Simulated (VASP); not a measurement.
TiAl, 4 atoms in the cell. It takes space group Pmma (No. 51, orthorhombic). The conventional cell has a = 4.464 Å, b = 3.156 Å, c = 4.464 Å, α = 90.00°, β = 90.00°, γ = 90.00°. Within 3.6 Å of Ti (site symmetry mm2) lie 8 Al at 2.73 to 2.78 Å and 6 Ti at 2.82 to 3.54 Å. Within 3.6 Å of Al (site symmetry mm2) lie 8 Ti at 2.73 to 2.78 Å and 6 Al at 2.81 to 3.54 Å.  This cell differs from its parent crystal: atoms displaced along a vibrational mode.

* Program: VASP 6.6.1
* Task: single point
* Functional: PBEsol
* Potentials or basis: VASP PAW PBE potentials, release 64 (Ti_sv, Al)
* Cutoff: 520 eV
* k mesh: 20 × 14 × 14
* Occupations: gaussian, width 0.15 eV
* Spin: no spin polarisation
* Dipole correction: no
* Further INCAR settings: ALGO = Fast; EDIFF = 1e-06; NBANDS = 23

Potentials or basis: VASP PAW PBE potentials, release 64 (Ti_sv, Al).

Command:

```bash
$ cat potpaw_PBE.64/Ti_sv/POTCAR potpaw_PBE.64/Al/POTCAR > POTCAR
$ mpirun -np 1 vasp_std > vasp.out
```

Hardware: 1 thread of Intel(R) Xeon(R) 6975P-C (Granite Rapids), on a shared host.

Task: How long does it take, and how much memory?

Result: Run time: 14 min on 1 thread of Intel(R) Xeon(R) 6975P-C (Granite Rapids) (shared host), peak memory 0.87 GiB. Counts: scf iterations 34, k points 704.
